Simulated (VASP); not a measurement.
Write the native input for VASP 6.6.1 that does the following.

- Task: single point
- Functional: HSE06
- Potentials or basis: VASP PAW PBE potentials, release 64 (Hf_pv, S)
- Cutoff: 400 eV
- k mesh: 6 × 6 × 4
- Occupations: gaussian, width 0.01 eV
- Spin: no spin polarisation
- Dipole correction: no
- Grid for exact exchange (PRECFOCK): Normal
- Further INCAR settings: ALGO = Normal; EDIFF = 1e-06; NBANDS = 18
- Share of exact exchange: 0.25
- Screening parameter: 0.2079 1/Å

Crystal: HfS2.

```
Hf S
1.0
     3.44038    0.00000    0.00000
    -1.72019    2.97946    0.00000
     0.00000    0.00000    5.57125
Hf S
1 2
Direct
  0.00000 0.00000 0.00000
  0.66667 0.33333 0.73082
  0.33333 0.66667 0.26918
```

This cell differs from its parent crystal: strain -5.2%.

These files were run (other wordings do the same):

POSCAR

```
HfS2
1.0
    3.4403832310      0.0000000000      0.0000000000
   -1.7201916155      2.9794592768      0.0000000000
    0.0000000000      0.0000000000      5.5712499472
Hf S
1 2
Direct
    0.0000000000      0.0000000000      0.0000000000
    0.6666666667      0.3333333333      0.7308232764
    0.3333333333      0.6666666667      0.2691767236
```

INCAR.step1

```
ALGO = Normal
EDIFF = 1E-5
ENCUT = 400
GGA = PE
GGA_COMPAT = False
ISIF = 2
ISMEAR = 0
LASPH = True
LCHARG = False
LREAL = False
LWAVE = True
NBANDS = 18
NELM = 120
PREC = Accurate
SIGMA = 0.01
```

INCAR.step2

```
ALGO = Normal
EDIFF = 1E-6
ENCUT = 400
GGA = PE
GGA_COMPAT = False
HFSCREEN = 0.2079
ISIF = 2
ISMEAR = 0
ISTART = 1
LASPH = True
LCHARG = False
LHFCALC = True
LREAL = False
LWAVE = False
NBANDS = 18
NELM = 120
PREC = Accurate
PRECFOCK = Normal
SIGMA = 0.01
```

KPOINTS

```
k-points
0
Gamma
  6 6 4
```

Potentials or basis: VASP PAW PBE potentials, release 64 (Hf_pv, S).

Command:

```sh
$ cat potpaw_PBE.64/Hf_pv/POTCAR potpaw_PBE.64/S/POTCAR > POTCAR
$ cp INCAR.step1 INCAR
$ mpirun -np 1 vasp_std > vasp.out
$ cp INCAR.step2 INCAR
$ mpirun -np 1 vasp_std > vasp.out
```

Results of the run:

```yaml
Pressure: 10.6 GPa
Largest_force: 0.174 eV/Å
Band_gap_on_the_k_mesh: 0.93 eV (least direct gap 2.12 eV)
```

Caveat: the cell differs from its parent crystal (strain -5.2%); the cell stands under pressure; the PAW data sets were made with another functional, which shifts forces and pressure a little; spin-orbit coupling is left out, which moves the levels of the heavy elements.

Run time: 25 min on 1 thread of AMD EPYC 9R45 96-Core Processor (Zen 5) (shared host), peak memory 0.24 GiB.
